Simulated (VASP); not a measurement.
Here is a VASP 6.6.1 calculation.

INCAR

```
SYSTEM = Ge
  PREC = Accurate
  ENCUT = 520
  EDIFF = 1E-6
  ISMEAR = -1
  SIGMA = 0.05
  LREAL = .FALSE.
  LASPH = .TRUE.
  NELM = 60
  ALGO = Normal
  ISIF = 2
  LWAVE = .FALSE.
  LCHARG = .FALSE.
  NBANDS = 21
```

The input KPOINTS:

```
regular mesh
0
G
  10 10 10
  0 0 0
```

File POSCAR:

```
Ge
1.0
   -0.0282877000      2.8146261500      2.8146261500
    2.8146261500     -0.0282877000      2.8146261500
    2.8146261500      2.8146261500     -0.0282877000
Ge
2
Direct
    0.5000000000      0.5000000000      0.5000000000
    0.7500000000      0.7500000000      0.7500000000
```

Potentials or basis: VASP PAW LDA potentials, release 64 (Ge_d).

Run with:

```sh
$ cat potpaw_LDA.64/Ge_d/POTCAR > POTCAR
$ mpirun -np 1 vasp_std > vasp.out
```

Question: Estimate the largest force.

Answer: 0.152 eV/Å.

Question: Estimate the band gap on the k mesh.

Answer: Zero (band 14 reaches 4.72 eV, above the bottom of band 15 at 4.67 eV).

Forces on the atoms (eV/Å):
```
Ge  -0.088 -0.088 -0.088
Ge   0.088  0.088  0.088
```

Caveat: the cell differs from its parent crystal (equal xy, yz and zx shear strains of -1 %).
